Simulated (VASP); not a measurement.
# Fe in VASP: notebook

Fe is run at these levels: PBE; tasks: single point.

All numbers are computed with VASP 6.6.1; they aren't measurements. Logs are shortened: lines on timing, memory, paths and dates and some standing lists are left out, and cuts for length are marked.

## Step 1: The cell of the first run

Symmetry: Fm-3m, No. 225, cubic system. Conventional cell: a = 3.656 Å, b = 3.656 Å, c = 3.656 Å, α = 90.00°, β = 90.00°, γ = 90.00°. Fe (site symmetry m-3m) has 12 Fe at 2.58 Å within 3.4 Å.

This isn't the form of Fe at room conditions, which is bcc.

## Step 2: Single point, PBE, collinear spin, ferromagnetic start

INCAR

```
SYSTEM = Fe
ALGO = Normal ; EDIFF = 1E-6
ENCUT = 520 ; GGA = PE
ISIF = 2 ; ISMEAR = -1
ISPIN = 2 ; LASPH = .True.
LCHARG = .False. ; LMAXMIX = 4
LORBIT = 11 ; LREAL = .False.
LWAVE = .False. ; MAGMOM = 3
NBANDS = 14 ; NELM = 150
PREC = Accurate ; SIGMA = 0.03
```

KPOINTS

```
k-points
0
Gamma
  17 17 17
  0 0 0
```

POSCAR

```
Fe
1.0
    0.0000000000      1.8277755852      1.8277755852
    1.8277755852      0.0000000000      1.8277755852
    1.8277755852      1.8277755852      0.0000000000
Fe
1
Direct
    0.0000000000      0.0000000000      0.0000000000
```

Potentials or basis: VASP PAW PBE potentials, release 64 (Fe).

Command:

```bash
> cat potpaw_PBE.64/Fe/POTCAR > POTCAR
> mpirun -np 1 vasp_std > vasp.out
```

OUTCAR:

```text
SYSTEM = Fe
   EDIFF = 1E-6
   ENCUT = 520
   GGA = PE
   ISIF = 2
   ISMEAR = -1
   ISPIN = 2
   LASPH = .True.
   LORBIT = 11
   LREAL = .False.
   NELM = 150
   PREC = Accurate

 ion  position               nearest neighbor table
   1  0.000  0.000  0.000-

  LATTYP: Found a face centered cubic cell.
 ALAT       =     3.6555511704

  Lattice vectors:

 A1 = (   0.0000000000,   1.8277755852,   1.8277755852)
 A2 = (   1.8277755852,   0.0000000000,   1.8277755852)
 A3 = (   1.8277755852,   1.8277755852,   0.0000000000)

Analysis of symmetry for initial positions (statically):
=====================================================================
 Subroutine PRICEL returns:
 Original cell was already a primitive cell.

 Routine SETGRP: Setting up the symmetry group for a
 face centered cubic supercell.

 Subroutine GETGRP returns: Found 48 space group operations
 (whereof 48 operations were pure point group operations)
 out of a pool of 48 trial point group operations.

The static configuration has the point symmetry O_h .

Analysis of symmetry for dynamics (positions and initial velocities):
=====================================================================
 Subroutine PRICEL returns:
 Original cell was already a primitive cell.

 Routine SETGRP: Setting up the symmetry group for a
 face centered cubic supercell.

 Subroutine GETGRP returns: Found 48 space group operations
 (whereof 48 operations were pure point group operations)
 out of a pool of 48 trial point group operations.

The dynamic configuration has the point symmetry O_h .

Analysis of structural, dynamic, and magnetic symmetry:
=====================================================================
 Subroutine PRICEL returns:
 Original cell was already a primitive cell.

 Routine SETGRP: Setting up the symmetry group for a
 face centered cubic supercell.

 Subroutine GETGRP returns: Found 48 space group operations
 (whereof 48 operations were pure point group operations)
 out of a pool of 48 trial point group operations.

The overall configuration has the point symmetry O_h .

 Subroutine INISYM returns: Found 48 space group operations
 (whereof 48 operations are pure point group operations),
 and found     1 'primitive' translations

----------------------------------------------------------------------------------------

                                     Primitive cell

  volume of cell :      12.2123

  direct lattice vectors                    reciprocal lattice vectors
     0.000000000  1.827775585  1.827775585    -0.273556559  0.273556559  0.273556559
     1.827775585  0.000000000  1.827775585     0.273556559 -0.273556559  0.273556559
     1.827775585  1.827775585  0.000000000     0.273556559  0.273556559 -0.273556559

  length of vectors
     2.584865022  2.584865022  2.584865022     0.473813859  0.473813859  0.473813859

  position of ions in fractional coordinates (direct lattice)
     0.000000000  0.000000000  0.000000000

  ion indices of the primitive-cell ions
   primitive index   ion index
                 1           1

----------------------------------------------------------------------------------------

 KPOINTS: k-points

Automatic generation of k-mesh.
 Grid dimensions read from file:
 generate k-points for:   17   17   17

 Generating k-lattice:

  Cartesian coordinates                     Fractional coordinates (reciprocal lattice)
    -0.016091562  0.016091562  0.016091562     0.058823529  0.000000000  0.000000000
     0.016091562 -0.016091562  0.016091562     0.000000000  0.058823529  0.000000000
     0.016091562  0.016091562 -0.016091562     0.000000000  0.000000000  0.058823529

  Length of vectors
     0.027871403  0.027871403  0.027871403

  Shift w.r.t. Gamma in fractional coordinates (k-lattice)
     0.000000000  0.000000000  0.000000000

 Subroutine IBZKPT returns following result:
 ===========================================

 Found    165 irreducible k-points:

 Following reciprocal coordinates:
            Coordinates               Weight
  0.000000  0.000000  0.000000      1.000000
  0.058824  0.000000  0.000000      8.000000
  0.117647  0.000000  0.000000      8.000000
  0.176471  0.000000  0.000000      8.000000
  0.235294  0.000000  0.000000      8.000000
  0.294118  0.000000  0.000000      8.000000
[... 16 lines left out ...]
 -0.176471  0.058824  0.000000     24.000000
 -0.117647  0.058824  0.000000     24.000000
 [... further k-points ...]
   k-points           NKPTS =    165   k-points in BZ     NKDIM =    165   number of bands    NBANDS=     14
   number of dos      NEDOS =    301   number of ions     NIONS =      1
   total plane-waves  NPLWV =   8000
   dimension x,y,z NGX =    20 NGY =   20 NGZ =   20
   dimension x,y,z NGXF=    40 NGYF=   40 NGZF=   40
   ions per type =               1
   NGX,Y,Z   is equivalent  to a cutoff of  12.86, 12.86, 12.86 a.u.
   NGXF,Y,Z  is equivalent  to a cutoff of  25.73, 25.73, 25.73 a.u.
 SYSTEM =  Fe
   PREC   = accura    normal or accurate (medium, high low for compatibility)
   ISTART =      0    job   : 0-new  1-cont  2-samecut
   ICHARG =      2    charge: 1-file 2-atom 10-const
   ISPIN  =      2    spin polarized calculation?
   LNONCOLLINEAR =      F non collinear calculations
   LSORBIT =      F    spin-orbit coupling
   LASPH  =      T    aspherical Exc in radial PAW
   ENCUT  =  520.0 eV  38.22 Ry    6.18 a.u.   4.81  4.81  4.81*2*pi/ulx,y,z
   NELM   =    150;   NELMIN=  2; NELMDL= -5     # of ELM steps
   EDIFF  = 0.1E-05   stopping-criterion for ELM
   LREAL  =      F    real-space projection
   EDIFFG = 0.1E-04   stopping-criterion for IOM
   NSW    =      0    number of steps for IOM
   IBRION =     -1    ionic relax: 0-MD 1-quasi-New 2-CG
   NFREE  =      0    steps in history (QN), initial steepest desc. (CG)
   ISIF   =      2    stress and relaxation
   ISYM   =      2    0-nonsym 1-usesym 2-fastsym
   POTIM  = 0.5000    time-step for ionic-motion
   TEBEG  =    0.0;   TEEND  =   0.0 temperature during run
   PSTRESS=    0.0 pullay stress
   NELECT =       8.0000    total number of electrons
   NUPDOWN=      -1.0000    fix difference up-down
   EMIN   =  10.00;   EMAX   =-10.00  energy-range for DOS
   EFERMI =   0.00;   METHOD = LEGACY
   ISMEAR =    -1;   SIGMA  =   0.03  broadening in eV -4-tet -1-fermi 0-gaus
   EFERMI_NEDOS =   21; number of points for ismear=-14 and -15
   IALGO  =     38    algorithm
   IMIX   =      4    mixing-type and parameters
     AMIX     =   0.40;   BMIX     =  1.00
     AMIX_MAG =   1.60;   BMIX_MAG =  1.00
  volume/ion in A,a.u.               =      12.21        82.41
  Fermi-wavevector in a.u.,A,eV,Ry     =   1.421800  2.686813 27.504399  2.021516
  Thomas-Fermi vector in A             =   2.542572
   LORBIT       =     11    0 simple, 1 ext, 2 COOP (PROOUT), +10 PAW based schemes
   GGA     = PE    functional components
   LHFCALC =     F    Hartree Fock is set to
   AEXX    =    0.0000 exact exchange contribution
   IVDW    =     0    specifies the selected vdW correction
   LEPSILON=     F    determine dielectric tensor
   LRPA    =     F    only Hartree local field effects (RPA)
 spin polarized calculation
  energy-cutoff  :      520.00
  volume of cell :       12.21
 maximum number of plane-waves:       336
   NGX =  9   NGY =  9   NGZ =  9

 number of electron       8.0000006 magnetization       2.6214506

 Free energy of the ion-electron system (eV)
  ---------------------------------------------------
  ext. energy  EPLUGINS =         0.00000000
  ---------------------------------------------------
  free energy    TOTEN  =        -8.08357423 eV

  energy without entropy =       -8.07973840  energy(sigma->0) =       -8.08165631

 E-fermi :   5.3659     XC(G=0): -12.6979

 val. band max:        5.3630323341   @ k =   0.3529   0.1176   0.0000
 cond. band min:       5.3674666832   @ k =  -0.4706   0.0588   0.0000
 fundamental gap:      0.0044343490
 Fermi energy:         5.3659412894

 spin component 1

 k-point     1 :       0.0000    0.0000    0.0000
  band No.  band energies     occupation
      1      -2.9415      1.00000
      2       2.9090      1.00000
      3       2.9090      1.00000
      4       2.9090      1.00000
      5       3.8517      1.00000
      6       3.8517      1.00000
      7      27.0000      0.00000
      8      30.9126      0.00000
      9      30.9126      0.00000
     10      30.9126      0.00000
     11      33.6452      0.00000
     12      33.6452      0.00000
     13      33.6452      0.00000
     14      36.3337      0.00000

 k-point     2 :       0.0588    0.0000    0.0000
  band No.  band energies     occupation
      1      -2.8132      1.00000
      2       2.8723      1.00000
      3       2.9412      1.00000
      4       2.9412      1.00000
      5       3.8382      1.00000
      6       3.8382      1.00000
      7      26.6922      0.00000
      8      29.3851      0.00000
      9      30.6544      0.00000
     10      30.6544      0.00000
     11      34.0336      0.00000
     12      34.0336      0.00000
     13      34.4832      0.00000
     14      37.3897      0.00000
[... 343 lines left out ...]
      1      -1.4967      1.00000
      2       2.5747      1.00000
      3       3.0975      1.00000
      4       3.1432      1.00000
      5       3.7175      1.00000
      6       4.0383      1.00000
      7      21.6417      0.00000
      8      26.0332      0.00000
      9      29.3743      0.00000
     10      31.2667      0.00000
     11      33.1460      0.00000
     12      33.9698      0.00000
     13      37.3335      0.00000
     14      37.7599      0.00000

 k-point    24 :      -0.1176    0.0588    0.0000
  band No.  band energies     occupation
      1      -2.1508      1.00000
      2       2.6889      1.00000
      3       3.0791      1.00000
      4       3.0816      1.00000
      5       3.7044      1.00000
      6       3.9141      1.00000
      7      24.2931      0.00000
      8      26.6216      0.00000
      9      29.6334      0.00000
     10      31.4847      0.00000
     11      33.3574      0.00000
     12      34.1987      0.00000
     13      37.4608      0.00000
     14      37.5342      0.00000

 [... further k-points ...]

 spin component 2

 k-point     1 :       0.0000    0.0000    0.0000
  band No.  band energies     occupation
      1      -2.7063      1.00000
      2       5.3034      0.88952
      3       5.3034      0.88931
      4       5.3034      0.88930
      5       6.8768      0.00000
      6       6.8768      0.00000
      7      26.6029      0.00000
      8      31.3078      0.00000
      9      31.3078      0.00000
     10      31.3078      0.00000
     11      34.3796      0.00000
     12      34.3796      0.00000
     13      34.3796      0.00000
     14      35.6844      0.00000

 k-point     2 :       0.0588    0.0000    0.0000
  band No.  band energies     occupation
      1      -2.5775      1.00000
      2       5.2493      0.97992
      3       5.3401      0.70314
      4       5.3401      0.70283
      5       6.8576      0.00000
      6       6.8577      0.00000
      7      26.4339      0.00000
      8      29.7264      0.00000
      9      31.1217      0.00000
     10      31.1217      0.00000
     11      34.6819      0.00000
     12      34.6819      0.00000
     13      34.7686      0.00000
     14      37.1469      0.00000
[... 343 lines left out ...]
      1      -1.2320      1.00000
      2       4.7748      1.00000
      3       5.5732      0.00100
      4       5.6236      0.00019
      5       6.6308      0.00000
      6       6.9829      0.00000
      7      22.3034      0.00000
      8      26.2786      0.00000
      9      29.6373      0.00000
     10      31.8665      0.00000
     11      33.2606      0.00000
     12      34.5370      0.00000
     13      37.9547      0.00000
     14      38.4200      0.00000

 k-point    24 :      -0.1176    0.0588    0.0000
  band No.  band energies     occupation
      1      -1.9076      1.00000
      2       4.9830      1.00000
      3       5.5074      0.00888
      4       5.5082      0.00865
      5       6.6755      0.00000
      6       6.9098      0.00000
      7      24.7139      0.00000
      8      26.8790      0.00000
      9      29.9046      0.00000
     10      31.9664      0.00000
     11      33.4869      0.00000
     12      34.7961      0.00000
     13      37.6624      0.00000
     14      38.6850      0.00000

 [... further k-points ...]

------------------------ aborting loop because EDIFF is reached ----------------------------------------

  FORCE on cell =-STRESS in cart. coord.  units (eV):
  Direction    XX          YY          ZZ          XY          YZ          ZX
  --------------------------------------------------------------------------------------
  -------------------------------------------------------------------------------------
  Total       -0.1563320     -0.1563320     -0.1563320      0.0000000      0.0000000      0.0000000
  in kB      -20.5097262    -20.5097262    -20.5097262      0.0000000      0.0000000      0.0000000
  external PRESSURE =     -20.5097262 kB  Pullay stress =       0.0000000 kB

 VOLUME and BASIS-vectors are now :
 -----------------------------------------------------------------------------
  energy-cutoff  :      520.00
  volume of cell :       12.21
      direct lattice vectors                 reciprocal lattice vectors
     0.000000000  1.827775585  1.827775585    -0.273556559  0.273556559  0.273556559
     1.827775585  0.000000000  1.827775585     0.273556559 -0.273556559  0.273556559
     1.827775585  1.827775585  0.000000000     0.273556559  0.273556559 -0.273556559

 POSITION                                       TOTAL-FORCE (eV/Angst)
 -----------------------------------------------------------------------------------
      0.00000      0.00000      0.00000         0.000000     -0.000000      0.000000
 -----------------------------------------------------------------------------------
    total drift:                                0.000000      0.000000      0.000000

  FREE ENERGIE OF THE ION-ELECTRON SYSTEM (eV)
  ---------------------------------------------------
  free  energy   TOTEN  =        -8.0835742253 eV

  energy  without entropy=       -8.0797384033  energy(sigma->0) =       -8.08165631

 total charge

# of ion       s       p       d       tot
------------------------------------------
    1        0.468   0.489   6.171   7.127

 magnetization (x)

# of ion       s       p       d       tot
------------------------------------------
    1       -0.016  -0.052   2.691   2.623
```

Run time: 26 s. Hardware: 1 thread of Intel Xeon 6975P-C (Granite Rapids), shared host; peak memory 0.16 GiB.

Results:

| Quantity | Value |
| --- | --- |
| Free energy | -8.0836 eV |
| Pressure | -2.1 GPa |
| Net moment | 2.62 μB per cell |
| Site moments | Fe +2.62 μB |
| Valence electrons inside the program's atomic spheres | Fe 7.13 |

## Step 3: Single point, PBE, collinear spin, ferromagnetic start (z stretched by +4 % at fixed volume)

INCAR

```
ALGO = Normal ; EDIFF = 1E-7
ENCUT = 520 ; GGA = PE
ISIF = 2 ; ISMEAR = -1
ISPIN = 2 ; LASPH = T
LCHARG = T ; LELF = T
LMAXMIX = 4 ; LORBIT = 11
LREAL = F ; LVHAR = T
LWAVE = F ; MAGMOM = 3
NBANDS = 14 ; NELM = 150
PREC = Accurate ; SIGMA = 0.03
```

KPOINTS

```
k-points
0
Gamma
  17 17 17
```

POSCAR

```
Fe
1.0
    0.0000000000      1.7922814184      1.9008866086
    1.7922814184      0.0000000000      1.9008866086
    1.7922814184      1.7922814184      0.0000000000
Fe
1
Direct
    0.0000000000      0.0000000000      0.0000000000
```

Potentials or basis: VASP PAW PBE potentials, release 64 (Fe).

Command:

```bash
> cat potpaw_PBE.64/Fe/POTCAR > POTCAR
> mpirun -np 1 vasp_std > vasp.out
```

Run time: 62 s. Hardware: 1 thread of Intel Xeon 6975P-C (Granite Rapids), shared host; peak memory 0.22 GiB.

Results (log left out):

```yaml
Free_energy: -8.0974 eV
Pressure: -3.2 GPa
Net_moment: 2.58 μB per cell
Site_moments: Fe +2.58 μB
Valence_electrons_inside_the_program's_atomic_spheres: Fe 7.13
```

Stress tensor (GPa, compression positive):
```
-5.63  0.00  0.00
 0.00 -5.63  0.00
 0.00  0.00  1.62
```

Levels at points of the mesh, in eV from the Fermi level:
Spin up:
```csv
k point,band 2,band 3,band 4,band 5,band 6,band 7,band 8,band 9
"(0.00, 0.00, 0.00)",-2.55,-2.28,-2.28,-1.59,-1.30,21.75,25.12,25.88
```
Spin down:
| k point | band 1 | band 2 | band 3 | band 4 | band 5 | band 6 | band 7 |
| --- | --- | --- | --- | --- | --- | --- | --- |
| (0.00, 0.00, 0.00) | -8.02 | -0.39 | 0.18 | 0.18 | 1.21 | 1.84 | 21.37 |

Caveat: the cell stands under tension.

## Step 4: Single point, PBE, collinear spin, ferromagnetic start (equal xy, yz and zx shear strains of -2 %)

INCAR

```
SYSTEM = Fe
PREC     = Accurate       ! precision mode
ENCUT    = 520            ! plane-wave cutoff, eV
EDIFF    = 1E-7           ! SCF threshold, eV
ISMEAR   = -1             ! smearing method
SIGMA    = 0.03           ! smearing width, eV
LREAL    = .False.        ! projectors in reciprocal space
LASPH    = .True.         ! aspherical terms in the spheres
NELM     = 150            ! most SCF steps
ALGO     = Normal         ! electronic algorithm
ISIF     = 2              ! what is computed and relaxed
LWAVE    = .False.        ! write WAVECAR
LCHARG   = .False.        ! write CHGCAR
ISPIN    = 2              ! spin polarisation
MAGMOM   = 3              ! initial moments
LORBIT   = 11             ! projections on sites
LMAXMIX  = 4              ! l up to which the mixer works
GGA      = PE             ! functional
NBANDS   = 14             ! bands
```

KPOINTS

```
Automatic mesh
0
Gamma
  17 17 17
  0 0 0
```

POSCAR

```
Fe
1.0
   -0.0365555117      1.8094978294      1.8094978294
    1.8094978294     -0.0365555117      1.8094978294
    1.8094978294      1.8094978294     -0.0365555117
Fe
1
Direct
    0.0000000000      0.0000000000      0.0000000000
```

Command:

```bash
> cat potpaw_PBE.64/Fe/POTCAR > POTCAR
> mpirun -np 1 vasp_std > vasp.out
```

It took 77 s on 1 thread of Intel Xeon 6975P-C (Granite Rapids), shared host; peak memory 0.24 GiB.

Results (log left out):

```
Free energy                                           : -8.0846 eV
Pressure                                              : -2.8 GPa
Net moment                                            : 2.58 μB per cell
Site moments                                          : Fe +2.59 μB
Valence electrons inside the program's atomic spheres : Fe 7.13
```

Stress tensor (GPa, compression positive):
```
-2.80 -0.35 -0.35
-0.35 -2.80 -0.35
-0.35 -0.35 -2.80
```

Levels at points of the mesh, in eV from the Fermi level:
Spin up:
| k point | band 2 | band 3 | band 4 | band 5 | band 6 | band 7 | band 8 | band 9 |
| --- | --- | --- | --- | --- | --- | --- | --- | --- |
| (0.00, 0.00, 0.00) | -2.47 | -2.47 | -2.29 | -1.46 | -1.46 | 21.59 | 25.15 | 25.15 |
Spin down:
```tsv
k point	band 1	band 2	band 3	band 4	band 5	band 6	band 7	band 8
(0.00, 0.00, 0.00)	-8.05	-0.18	-0.18	0.18	1.54	1.54	21.22	25.55
```

Caveat: the cell differs from its parent crystal (equal xy, yz and zx shear strains of -2 %).

## Step 5: Summary

```csv
cell,gap on the mesh (eV),pressure (GPa),moment (μB)
"a = 2.585 Å, angles 60.0°, 1 atom",none,-2.1,2.62
"a = 2.613, b = 2.613, c = 2.535 Å, angles 61.0, 61.0, 58.0°, 1 atom",none,-3.2,2.58
"a = 2.559 Å, angles 61.3°, 1 atom",none,-2.8,2.58
```

Alike in all rows: task single point; level PBE; potentials or basis VASP PAW PBE potentials, release 64 (Fe); spin collinear, ferromagnetic start; k mesh 17 × 17 × 17; cutoff (eV) 520; smearing fermi-dirac 0.03 eV.

Caveats: the cell stands under tension (at least some runs).

Total energies depend on the potentials used, so only differences within one code and one set of settings carry meaning.
